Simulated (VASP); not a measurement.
Wanted: the native input for a VASP 6.6.1 run.

| Quantity | Value |
| --- | --- |
| Task | single point |
| Functional | PBEsol |
| Potentials or basis | VASP PAW PBE potentials, release 64 (Mo_sv) |
| Cutoff | 520 eV |
| k mesh | 18 × 18 × 18 |
| Occupations | gaussian, width 0.15 eV |
| Spin | no spin polarisation |
| Dipole correction | no |
| Further INCAR settings | ALGO = Fast; EDIFF = 1e-07; NBANDS = 13 |

The structure of Mo lies in POSCAR:

```
Mo
1.0
    2.8175757091      0.0000000000      0.0000000000
   -1.4087878546      2.4400921412      0.0000000000
    0.0000000000      0.0000000000      2.5935084105
Mo
1
Direct
    0.0000000000      0.0000000000      0.5000000000
```

This cell differs from its parent crystal: strain +0.030 along x and y, +0.015 along z.

The input as run:

INCAR

```
ALGO = Fast ; EDIFF = 1E-7
ENCUT = 520 ; GGA = PS
ISIF = 2 ; ISMEAR = 0
LASPH = True ; LCHARG = True
LELF = True ; LREAL = False
LVHAR = True ; LWAVE = False
NBANDS = 13 ; NELM = 80
PREC = Accurate ; SIGMA = 0.15
```

KPOINTS

```
k-points
0
Gamma
  18 18 18
```

Potentials or basis: VASP PAW PBE potentials, release 64 (Mo_sv).

Launch:

```console
$ cat potpaw_PBE.64/Mo_sv/POTCAR > POTCAR
$ mpirun -np 1 vasp_std > vasp.out
```

Results of the run:

```json
{"Pressure": "-16.8 GPa", "Band gap on the k mesh": "zero (band 7 reaches 11.15 eV, above the bottom of band 8 at 9.54 eV)"}
```

Caveat: the cell differs from its parent crystal (strain +0.030 along x and y, +0.015 along z); the PAW data sets were made with another functional, which shifts forces and pressure a little.

Run time: 49 s on 1 thread of AMD EPYC 9R45 96-Core Processor (Zen 5) (shared host), peak memory 0.17 GiB.
